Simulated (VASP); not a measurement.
# As (Fm-3m) in VASP: a series of runs, part 2 of 2

VASP 6.6.1.

## Step 4: Single point, revPBE (volume scaled by 1.12)

The input, INCAR:

```
PREC = Accurate ; ENCUT = 520
EDIFF = 1E-7 ; ISMEAR = -1
SIGMA = 0.1 ; LREAL = F
LASPH = T ; NELM = 100
ALGO = Normal ; ISIF = 2
LWAVE = F ; LCHARG = F
GGA = RE ; NBANDS = 8
```

The input, KPOINTS:

```
regular mesh
0
Gamma
  14 14 14
```

The input, POSCAR:

```
As
1.0
    0.0000000000      2.2235035806      2.2235035806
    2.2235035806      0.0000000000      2.2235035806
    2.2235035806      2.2235035806      0.0000000000
As
1
Direct
    0.0000000000      0.0000000000      0.0000000000
```

Potentials or basis: VASP PAW PBE potentials, release 64 (As).

Run with:

```sh
cat potpaw_PBE.64/As/POTCAR > POTCAR
mpirun -np 1 vasp_std > vasp.out
```

OUTCAR:

```text
PREC = Accurate
   ENCUT = 520
   EDIFF = 1E-7
   ISMEAR = -1
   LREAL = F
   LASPH = T
   NELM = 100
   ISIF = 2
   GGA = RE

 ion  position               nearest neighbor table
   1  0.000  0.000  0.000-

  LATTYP: Found a face centered cubic cell.
 ALAT       =     4.4470071612

  Lattice vectors:

 A1 = (   0.0000000000,   2.2235035806,   2.2235035806)
 A2 = (   2.2235035806,   0.0000000000,   2.2235035806)
 A3 = (   2.2235035806,   2.2235035806,   0.0000000000)

Analysis of symmetry for initial positions (statically):
=====================================================================
 Subroutine PRICEL returns:
 Original cell was already a primitive cell.

 Routine SETGRP: Setting up the symmetry group for a
 face centered cubic supercell.

 Subroutine GETGRP returns: Found 48 space group operations
 (whereof 48 operations were pure point group operations)
 out of a pool of 48 trial point group operations.

The static configuration has the point symmetry O_h .

Analysis of symmetry for dynamics (positions and initial velocities):
[... 151 lines left out ...]
  ---------------------------------------------------
  free energy    TOTEN  =        -3.74126770 eV

  energy without entropy =       -3.71295050  energy(sigma->0) =       -3.72710910

 E-fermi :   5.1304     XC(G=0): -10.1231

 val. band max:        5.1105563484   @ k =   0.2143   0.0000   0.0000
 cond. band min:       5.1383157791   @ k =   0.2857   0.1429   0.0714
 fundamental gap:      0.0277594307
 Fermi energy:         5.1304301421

 k-point     1 :       0.0000    0.0000    0.0000
  band No.  band energies     occupation
      1      -8.8739      2.00000
      2       9.7976      0.00000
      3       9.7976      0.00000
      4       9.7976      0.00000
      5      16.8706      0.00000
      6      16.8706      0.00000
      7      16.8706      0.00000
      8      16.9942      0.00000
[... 243 lines left out ...]
 k-point    24 :       0.2857    0.1429    0.0000
  band No.  band energies     occupation
      1      -7.3869      2.00000
      2       4.5374      1.99470
      3       7.7401      0.00000
      4       7.8728      0.00000
      5      14.0413      0.00000
      6      15.7152      0.00000
      7      18.6752      0.00000
      8      19.4211      0.00000

 [... further k-points ...]
[... 5 lines left out ...]
  --------------------------------------------------------------------------------------
  -------------------------------------------------------------------------------------
  Total       -0.9091422     -0.9091422     -0.9091422      0.0000000      0.0000000      0.0000000
  in kB      -66.2519859    -66.2519859    -66.2519859      0.0000000      0.0000000      0.0000000
  external PRESSURE =     -66.2519859 kB  Pullay stress =       0.0000000 kB

 VOLUME and BASIS-vectors are now :
 -----------------------------------------------------------------------------
  energy-cutoff  :      520.00
  volume of cell :       21.99
      direct lattice vectors                 reciprocal lattice vectors
     0.000000000  2.223503581  2.223503581    -0.224870337  0.224870337  0.224870337
     2.223503581  0.000000000  2.223503581     0.224870337 -0.224870337  0.224870337
     2.223503581  2.223503581  0.000000000     0.224870337  0.224870337 -0.224870337

 POSITION                                       TOTAL-FORCE (eV/Angst)
 -----------------------------------------------------------------------------------
      0.00000      0.00000      0.00000         0.000000      0.000000      0.000000
 -----------------------------------------------------------------------------------
    total drift:                                0.000000     -0.000000     -0.000000

  FREE ENERGIE OF THE ION-ELECTRON SYSTEM (eV)
  ---------------------------------------------------
  free  energy   TOTEN  =        -3.7412676993 eV

  energy  without entropy=       -3.7129504975  energy(sigma->0) =       -3.72710910
```

OSZICAR:

```text
N       E                     dE             d eps       ncg     rms          rms(c)
DAV:   1     0.263563722891E+01    0.26356E+01   -0.21250E+03  1680   0.474E+02
DAV:   2    -0.367902617822E+01   -0.63147E+01   -0.60270E+01  2320   0.481E+01
DAV:   3    -0.374832140315E+01   -0.69295E-01   -0.69035E-01  1952   0.536E+00
DAV:   4    -0.374838487554E+01   -0.63472E-04   -0.63472E-04  2536   0.183E-01
DAV:   5    -0.374838489382E+01   -0.18274E-07   -0.18468E-07  2024   0.201E-03    0.154E+00
DAV:   6    -0.374322573388E+01    0.51592E-02   -0.45150E-03  1912   0.347E-01    0.879E-01
DAV:   7    -0.374121402152E+01    0.20117E-02   -0.83186E-03  1912   0.476E-01    0.589E-02
DAV:   8    -0.374126791524E+01   -0.53894E-04   -0.11481E-04  2088   0.801E-02    0.620E-03
DAV:   9    -0.374126805789E+01   -0.14265E-06   -0.94494E-07  2424   0.825E-03    0.432E-03
DAV:  10    -0.374126779329E+01    0.26460E-06   -0.10269E-07  2112   0.187E-03    0.526E-04
DAV:  11    -0.374126769927E+01    0.94025E-07   -0.10680E-08  1072   0.719E-04
   1 F= -.37412677E+01 E0= -.37271091E+01  d E =-.283172E-01
```

stdout:

```text
POSCAR found type information on POSCAR As
 POSCAR found :  1 types and       1 ions
 scaLAPACK will be used
 -----------------------------------------------------------------------------
|                                                                             |
|                                                                             |
|     You enforced a specific xc type in the INCAR file but a different       |
|     I HOPE YOU KNOW WHAT YOU ARE DOING!                                     |
|                                                                             |
 -----------------------------------------------------------------------------

 LDA part: xc-table for (Slater+PW92), standard interpolation
 POSCAR, INCAR and KPOINTS ok, starting setup
 FFT: planning ... GRIDC
 FFT: planning ... GRID_SOFT
 FFT: planning ... GRID
 WAVECAR not read
 entering main loop
```

Wall time 5.1 s (1 thread of Intel Xeon 6975P-C (Granite Rapids), shared host); peak memory 0.14 GiB.

Results:

- Free energy: -3.7413 eV
- Pressure: -6.6 GPa

Levels at points of the mesh, in eV from the Fermi level:
| k point | band 1 | band 2 | band 3 | band 4 | band 5 |
| --- | --- | --- | --- | --- | --- |
| (0.00, 0.00, 0.00) | -14.00 | 4.67 | 4.67 | 4.67 | 11.74 |
| (0.50, 0.00, 0.00) | -10.44 | -5.82 | 3.27 | 3.27 | 8.75 |
| (0.50, 0.50, 0.00) | -9.00 | -4.89 | 0.40 | 0.40 | 4.92 |

Caveat: the cell differs from its parent crystal (volume scaled by 1.12); the PAW data sets were made with another functional, which shifts forces and pressure a little.

## Step 5: Single point, revPBE

This run uses another cell than the first one, of 19.63 Å³/atom, 0.962 times its volume.

The input, INCAR:

```
PREC = Accurate ; ENCUT = 520
EDIFF = 1E-6 ; ISMEAR = -1
SIGMA = 0.1 ; LREAL = False
LASPH = True ; NELM = 80
ALGO = Normal ; ISIF = 2
LWAVE = False ; LCHARG = False
GGA = RE ; NBANDS = 8
```

The input, KPOINTS:

```
regular mesh
0
Gamma
  21 21 21
```

The input, POSCAR:

```
As
1.0
    0.0000000000      2.1410747292      2.1410747292
    2.1410747292      0.0000000000      2.1410747292
    2.1410747292      2.1410747292      0.0000000000
As
1
Direct
    0.0000000000      0.0000000000      0.0000000000
```

Potentials or basis: VASP PAW PBE potentials, release 64 (As).

Run with:

```sh
cat potpaw_PBE.64/As/POTCAR > POTCAR
mpirun -np 1 vasp_std > vasp.out
```

OUTCAR:

```text
PREC = Accurate
   ENCUT = 520
   EDIFF = 1E-6
   ISMEAR = -1
   LREAL = False
   LASPH = True
   NELM = 80
   ISIF = 2
   GGA = RE

 ion  position               nearest neighbor table
   1  0.000  0.000  0.000-

  LATTYP: Found a face centered cubic cell.
 ALAT       =     4.2821494584

  Lattice vectors:

 A1 = (   0.0000000000,   2.1410747292,   2.1410747292)
 A2 = (   2.1410747292,   0.0000000000,   2.1410747292)
 A3 = (   2.1410747292,   2.1410747292,   0.0000000000)

Analysis of symmetry for initial positions (statically):
=====================================================================
 Subroutine PRICEL returns:
 Original cell was already a primitive cell.

 Routine SETGRP: Setting up the symmetry group for a
 face centered cubic supercell.

 Subroutine GETGRP returns: Found 48 space group operations
 (whereof 48 operations were pure point group operations)
 out of a pool of 48 trial point group operations.

The static configuration has the point symmetry O_h .

Analysis of symmetry for dynamics (positions and initial velocities):
=====================================================================
 Subroutine PRICEL returns:
 Original cell was already a primitive cell.

 Routine SETGRP: Setting up the symmetry group for a
 face centered cubic supercell.

 Subroutine GETGRP returns: Found 48 space group operations
 (whereof 48 operations were pure point group operations)
 out of a pool of 48 trial point group operations.

The dynamic configuration has the point symmetry O_h .

 Subroutine INISYM returns: Found 48 space group operations
 (whereof 48 operations are pure point group operations),
 and found     1 'primitive' translations

----------------------------------------------------------------------------------------

                                     Primitive cell

  volume of cell :      19.6302

  direct lattice vectors                    reciprocal lattice vectors
     0.000000000  2.141074729  2.141074729    -0.233527580  0.233527580  0.233527580
     2.141074729  0.000000000  2.141074729     0.233527580 -0.233527580  0.233527580
     2.141074729  2.141074729  0.000000000     0.233527580  0.233527580 -0.233527580

  length of vectors
     3.027936920  3.027936920  3.027936920     0.404481633  0.404481633  0.404481633

  position of ions in fractional coordinates (direct lattice)
     0.000000000  0.000000000  0.000000000

  ion indices of the primitive-cell ions
   primitive index   ion index
                 1           1

----------------------------------------------------------------------------------------

 KPOINTS: regular mesh

Automatic generation of k-mesh.
 Grid dimensions read from file:
 generate k-points for:   21   21   21

 Generating k-lattice:

  Cartesian coordinates                     Fractional coordinates (reciprocal lattice)
    -0.011120361  0.011120361  0.011120361     0.047619048  0.000000000  0.000000000
     0.011120361 -0.011120361  0.011120361     0.000000000  0.047619048  0.000000000
     0.011120361  0.011120361 -0.011120361     0.000000000  0.000000000  0.047619048

  Length of vectors
     0.019261030  0.019261030  0.019261030

  Shift w.r.t. Gamma in fractional coordinates (k-lattice)
     0.000000000  0.000000000  0.000000000

 Subroutine IBZKPT returns following result:
 ===========================================

 Found    286 irreducible k-points:

 Following reciprocal coordinates:
            Coordinates               Weight
  0.000000  0.000000  0.000000      1.000000
  0.047619  0.000000  0.000000      8.000000
  0.095238  0.000000  0.000000      8.000000
  0.142857  0.000000  0.000000      8.000000
  0.190476  0.000000  0.000000      8.000000
  0.238095  0.000000  0.000000      8.000000
[... 16 lines left out ...]
 -0.428571  0.047619  0.000000     24.000000
 -0.380952  0.047619  0.000000     24.000000
 [... further k-points ...]
   k-points           NKPTS =    286   k-points in BZ     NKDIM =    286   number of bands    NBANDS=      8
   number of dos      NEDOS =    301   number of ions     NIONS =      1
   total plane-waves  NPLWV =  13824
   dimension x,y,z NGX =    24 NGY =   24 NGZ =   24
   dimension x,y,z NGXF=    48 NGYF=   48 NGZF=   48
   ions per type =               1
   NGX,Y,Z   is equivalent  to a cutoff of  13.18, 13.18, 13.18 a.u.
   NGXF,Y,Z  is equivalent  to a cutoff of  26.35, 26.35, 26.35 a.u.
 SYSTEM =  unknown system
   PREC   = accura    normal or accurate (medium, high low for compatibility)
   ISTART =      0    job   : 0-new  1-cont  2-samecut
   ICHARG =      2    charge: 1-file 2-atom 10-const
   ISPIN  =      1    spin polarized calculation?
   LNONCOLLINEAR =      F non collinear calculations
   LSORBIT =      F    spin-orbit coupling
   LASPH  =      T    aspherical Exc in radial PAW
   ENCUT  =  520.0 eV  38.22 Ry    6.18 a.u.   5.63  5.63  5.63*2*pi/ulx,y,z
   NELM   =     80;   NELMIN=  2; NELMDL= -5     # of ELM steps
   EDIFF  = 0.1E-05   stopping-criterion for ELM
   LREAL  =      F    real-space projection
   EDIFFG = 0.1E-04   stopping-criterion for IOM
   NSW    =      0    number of steps for IOM
   IBRION =     -1    ionic relax: 0-MD 1-quasi-New 2-CG
   NFREE  =      0    steps in history (QN), initial steepest desc. (CG)
   ISIF   =      2    stress and relaxation
   ISYM   =      2    0-nonsym 1-usesym 2-fastsym
   POTIM  = 0.5000    time-step for ionic-motion
   TEBEG  =    0.0;   TEEND  =   0.0 temperature during run
   PSTRESS=    0.0 pullay stress
   NELECT =       5.0000    total number of electrons
   NUPDOWN=      -1.0000    fix difference up-down
   EMIN   =  10.00;   EMAX   =-10.00  energy-range for DOS
   EFERMI =   0.00;   METHOD = LEGACY
   ISMEAR =    -1;   SIGMA  =   0.10  broadening in eV -4-tet -1-fermi 0-gaus
   EFERMI_NEDOS =   21; number of points for ismear=-14 and -15
   IALGO  =     38    algorithm
   IMIX   =      4    mixing-type and parameters
     AMIX     =   0.40;   BMIX     =  1.00
     AMIX_MAG =   1.60;   BMIX_MAG =  1.00
  volume/ion in A,a.u.               =      19.63       132.47
  Fermi-wavevector in a.u.,A,eV,Ry     =   1.037743  1.961049 14.652248  1.076910
  Thomas-Fermi vector in A             =   2.172195
   LORBIT       =      0    0 simple, 1 ext, 2 COOP (PROOUT), +10 PAW based schemes
   GGA     = RE    functional components
   LHFCALC =     F    Hartree Fock is set to
   AEXX    =    0.0000 exact exchange contribution
   IVDW    =     0    specifies the selected vdW correction
   LEPSILON=     F    determine dielectric tensor
   LRPA    =     F    only Hartree local field effects (RPA)
 non-spin polarized calculation
  energy-cutoff  :      520.00
  volume of cell :       19.63
 maximum number of plane-waves:       544
   NGX = 11   NGY = 11   NGZ = 11

 number of electron       5.0000001 magnetization

 Free energy of the ion-electron system (eV)
  ---------------------------------------------------
  ext. energy  EPLUGINS =         0.00000000
  ---------------------------------------------------
  free energy    TOTEN  =        -3.80342591 eV

  energy without entropy =       -3.78476971  energy(sigma->0) =       -3.79409781

 E-fermi :   6.3008     XC(G=0): -10.6212

 val. band max:        6.2741395089   @ k =  -0.1905   0.0952   0.0000
 cond. band min:       6.3114841234   @ k =  -0.4762   0.2381   0.0952
 fundamental gap:      0.0373446145
 Fermi energy:         6.3008350660

 k-point     1 :       0.0000    0.0000    0.0000
  band No.  band energies     occupation
      1      -8.5989      2.00000
      2      11.8213      0.00000
      3      11.8213      0.00000
      4      11.8213      0.00000
      5      18.4843      0.00000
      6      18.4843      0.00000
      7      18.4843      0.00000
      8      19.8995      0.00000
[... 243 lines left out ...]
 k-point    24 :      -0.3810    0.0476    0.0000
  band No.  band energies     occupation
      1      -5.2402      2.00000
      2       1.1729      2.00000
      3       9.6882      0.00000
      4      10.3906      0.00000
      5      16.2025      0.00000
      6      17.4655      0.00000
      7      17.7355      0.00000
      8      20.9177      0.00000

 [... further k-points ...]

------------------------ aborting loop because EDIFF is reached ----------------------------------------

  FORCE on cell =-STRESS in cart. coord.  units (eV):
  Direction    XX          YY          ZZ          XY          YZ          ZX
  --------------------------------------------------------------------------------------
  -------------------------------------------------------------------------------------
  Total       -0.0129910     -0.0129910     -0.0129910     -0.0000000      0.0000000     -0.0000000
  in kB       -1.0602939     -1.0602939     -1.0602939     -0.0000000      0.0000000     -0.0000000
  external PRESSURE =      -1.0602939 kB  Pullay stress =       0.0000000 kB

 VOLUME and BASIS-vectors are now :
 -----------------------------------------------------------------------------
  energy-cutoff  :      520.00
  volume of cell :       19.63
      direct lattice vectors                 reciprocal lattice vectors
     0.000000000  2.141074729  2.141074729    -0.233527580  0.233527580  0.233527580
     2.141074729  0.000000000  2.141074729     0.233527580 -0.233527580  0.233527580
     2.141074729  2.141074729  0.000000000     0.233527580  0.233527580 -0.233527580

 POSITION                                       TOTAL-FORCE (eV/Angst)
 -----------------------------------------------------------------------------------
      0.00000      0.00000      0.00000        -0.000000      0.000000      0.000000
 -----------------------------------------------------------------------------------
    total drift:                                0.000000      0.000000      0.000000

  FREE ENERGIE OF THE ION-ELECTRON SYSTEM (eV)
  ---------------------------------------------------
  free  energy   TOTEN  =        -3.8034259127 eV

  energy  without entropy=       -3.7847697106  energy(sigma->0) =       -3.79409781
```

It took 10 s on 1 thread of Intel Xeon 6975P-C (Granite Rapids), shared host; peak memory 0.16 GiB.

Results:

```
Free energy : -3.8034 eV
Pressure    : -0.1 GPa
```

Caveat: the PAW data sets were made with another functional, which shifts forces and pressure a little.

## Step 6: The runs side by side

```tsv
cell	k mesh	gap on the mesh (eV)	pressure (GPa)
a = 3.068 Å, angles 60.0°, 1 atom	14 × 14 × 14	none	-2.8
a = 3.107 Å, angles 60.0°, 1 atom	14 × 14 × 14	none	-4.9
a = 3.145 Å, angles 60.0°, 1 atom	14 × 14 × 14	none	-6.6
a = 3.028 Å, angles 60.0°, 1 atom	21 × 21 × 21	none	-0.1
```

Alike in all rows: task single point; level revPBE; potentials or basis VASP PAW PBE potentials, release 64 (As); no spin polarisation; cutoff (eV) 520; smearing fermi-dirac 0.1 eV.

Caveats: the PAW data sets were made with another functional, which shifts forces and pressure a little.

Absolute energies hang on the potentials; compare differences alone.
